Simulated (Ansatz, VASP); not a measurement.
**One calculation of Al5P2, two programs**

```
CELL_PARAMETERS angstrom
-1.95280 1.95280 9.49196
1.95280 -1.95280 9.49196
1.95280 1.95280 -9.49196
ATOMIC_POSITIONS crystal
Al 0.00000 0.00000 0.00000
Al 0.35197 0.35197 0.00000
Al 0.64803 0.64803 0.00000
Al 0.25000 0.75000 0.50000
Al 0.75000 0.25000 0.50000
P 0.92732 0.42732 0.50000
P 0.57268 0.07268 0.50000
```

Alike in both runs: functional PBE; k mesh 6 × 6 × 6; occupations gaussian, width 0.2 eV; no spin polarisation.

Ansatz relaxed the structure, and its values are those at the end. VASP's run is a single point on that final structure, the one shown.

|  | VASP | Ansatz |
| --- | --- | --- |
| version | VASP 6.6.1 | Ansatz 0.2.0 |
| potentials or method | VASP PAW PBE potentials, release 64 (Al, P), cutoff 520 eV | scalar-relativistic, plane waves, PAW |
| valence electrons in the cell | 25 | 25 |

|  | VASP | Ansatz | Ansatz less VASP |
| --- | --- | --- | --- |
| gap on the k mesh at the Fermi level (eV) | none | none | - |
| pressure (GPa) | -0.1 | -0.1 | +0.06 |
| rms of the force components (eV/Å) | 0.012 | 0.011 | -0.0007 |

A gap of «none» marks a metal or a gap that the smearing closes. The functional is the same, so the differences come from potentials, cutoffs and numerics.

The k mesh is coarse, so the values compare programs but aren't converged.
